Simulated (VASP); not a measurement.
Set up this calculation in VASP 6.6.1, as the native input.

- Task: single point
- Functional: PBE
- Potentials or basis: VASP PAW PBE potentials, release 64 (Na_pv, Cl)
- Cutoff: 520 eV
- k mesh: 8 × 8 × 8
- Occupations: gaussian, width 0.05 eV
- Spin: no spin polarisation
- Dipole correction: no
- Further INCAR settings: ALGO = Normal; EDIFF = 1e-06; NBANDS = 14

The structure of NaCl lies in POSCAR:

```
NaCl
1.0
    0.0000000000      2.8165047863      2.8165047863
    2.8165047863      0.0000000000      2.8165047863
    2.8165047863      2.8165047863      0.0000000000
Na Cl
1 1
Direct
    0.0000000000      0.0000000000      0.0000000000
    0.5000000000      0.5000000000      0.5000000000
```

One way to write it, as run:

INCAR

```
ALGO = Normal
EDIFF = 1E-6
ENCUT = 520
GGA = PE
ISIF = 2
ISMEAR = 0
LASPH = True
LCHARG = False
LREAL = False
LWAVE = False
NBANDS = 14
NELM = 80
PREC = Accurate
SIGMA = 0.05
```

KPOINTS

```
k-points
0
Gamma
  8 8 8
```

Potentials or basis: VASP PAW PBE potentials, release 64 (Na_pv, Cl).

Run with:

```console
$ cat potpaw_PBE.64/Na_pv/POTCAR potpaw_PBE.64/Cl/POTCAR > POTCAR
$ mpirun -np 1 vasp_std > vasp.out
```

Results of the run:

```yaml
Pressure: 0.8 GPa
Band_gap_on_the_k_mesh: 5.12 eV, direct
```

It took 12 s on 1 thread of Intel(R) Xeon(R) Platinum 8375C CPU @ 2.90GHz (Ice Lake) (shared host), peak memory 0.16 GiB.
